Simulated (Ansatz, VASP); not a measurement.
**Al: VASP beside Ansatz**

Contents of INCAR:

```
SYSTEM = Al
ALGO = Normal ; EDIFF = 1E-6
ENCUT = 520 ; GGA = PE
ISIF = 2 ; ISMEAR = -1
LASPH = .TRUE. ; LCHARG = .FALSE.
LREAL = .FALSE. ; LWAVE = .FALSE.
NBANDS = 14 ; NELM = 100
PREC = Accurate ; SIGMA = 0.1
```

File KPOINTS:

```
k-points
0
G
  17 17 5
  0 0 0
```

Contents of POSCAR:

```
Al
1.0
    2.9184381698      0.0000000000      0.0000000000
   -1.4592190849      2.5274415944      0.0000000000
    0.0000000000      0.0000000000      9.6997670848
Al
4
Direct
    0.0000000000      0.0000000000      1.0000000000
    0.0000000000      0.0000000000      0.5000000000
    0.3333333333      0.6666666667      0.2500000000
    0.6666666667      0.3333333333      0.7500000000
```

Input for Ansatz:

```yaml
crystal:
  lattice:
    - [2.9184381698, 0.0, 0.0]
    - [-1.4592190849, 2.5274415944, 0.0]
    - [0.0, 0.0, 9.6997670848]
  atoms:
    - { symbol: Al, position: [0.0, 0.0, 1.0] }
    - { symbol: Al, position: [0.0, 0.0, 0.5] }
    - { symbol: Al, position: [0.3333333333, 0.6666666667, 0.25] }
    - { symbol: Al, position: [0.6666666667, 0.3333333333, 0.75] }
hamiltonian:
  xc: pbe
  pseudopotentials:
    kind: paw
    azcp:
      Al: "pseudopotentials/Al.paw.azcp"
basis:
  ecutwfc: 420
  fft_grid_basis: typed
kpoints:
  mp_grid: { grid: [17, 17, 5], shift: [0, 0, 0] }
magnetization:
  spin_polarized: false
scf:
  occupations: { method: fermi_dirac, width: 0.1 }
output:
  stress: true
```

Alike in both runs: task single point; functional PBE; k mesh 17 × 17 × 5; occupations fermi-dirac, width 0.1 eV; no spin polarisation.

|  | VASP | Ansatz |
| --- | --- | --- |
| version | VASP 6.6.1 | Ansatz 0.2.0 |
| potentials or method | VASP PAW PBE potentials, release 64 (Al), cutoff 520 eV | plane waves (420 eV) with PAW, scalar-relativistic |
| valence electrons in the cell | 12 | 12 |

```tsv
	VASP	Ansatz	Ansatz less VASP
pressure (GPa)	-4.9	-4.9	+0.03
traceless stress, the component that is largest in VASP (GPa)	-0.45	-0.46	-0.007
```

With one functional, cell and mesh, what is left measures potentials, basis and numerics.
